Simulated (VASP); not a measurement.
Set up this calculation in VASP 6.6.1, as the native input.

```yaml
Task: single point
Functional: PBE
Potentials_or_basis: VASP PAW PBE potentials, release 64 (Sn_d, Te)
Cutoff: 520 eV
k_mesh: 10 × 10 × 10
Occupations: gaussian, width 0.03 eV
Spin: no spin polarisation
Dipole_correction: no
Further_INCAR_settings: ALGO = Normal; EDIFF = 1e-06; NBANDS = 17
```

The structure of SnTe lies in POSCAR:

```
SnTe
1.0
    0.0000000000      3.0775875000      3.0775875000
    3.0775875000      0.0000000000      3.0775875000
    3.0775875000      3.0775875000      0.0000000000
Sn Te
1 1
Direct
    0.0000000000      0.0000000000      0.0000000000
    0.5000000000      0.5000000000      0.5000000000
```

This cell differs from its parent crystal: strain -0.025 along x and y, -0.025 along z.

These files were run (other wordings do the same):

INCAR

```
SYSTEM = SnTe
PREC     = Accurate       ! precision mode
ENCUT    = 520            ! plane-wave cutoff, eV
EDIFF    = 1E-6           ! SCF threshold, eV
ISMEAR   = 0              ! smearing method
SIGMA    = 0.03           ! smearing width, eV
LREAL    = .FALSE.        ! projectors in reciprocal space
LASPH    = .TRUE.         ! aspherical terms in the spheres
NELM     = 80             ! most SCF steps
ALGO     = Normal         ! electronic algorithm
ISIF     = 2              ! what is computed and relaxed
LWAVE    = .FALSE.        ! write WAVECAR
LCHARG   = .FALSE.        ! write CHGCAR
GGA      = PE             ! functional
NBANDS   = 17             ! bands
```

KPOINTS

```
Automatic mesh
0
G
  10 10 10
  0 0 0
```

Potentials or basis: VASP PAW PBE potentials, release 64 (Sn_d, Te).

Command:

```sh
$ cat potpaw_PBE.64/Sn_d/POTCAR potpaw_PBE.64/Te/POTCAR > POTCAR
$ mpirun -np 1 vasp_std > vasp.out
```

It gave:

```yaml
Pressure: 6.4 GPa
Band_gap_on_the_k_mesh: 0.28 eV, direct
```

Caveat: the cell differs from its parent crystal (strain -0.025 along x and y, -0.025 along z); spin-orbit coupling is left out, which moves the levels of the heavy elements.

Run time: 16 s on 1 thread of Intel(R) Xeon(R) 6975P-C (Granite Rapids), on a shared host, peak memory 0.2 GiB.
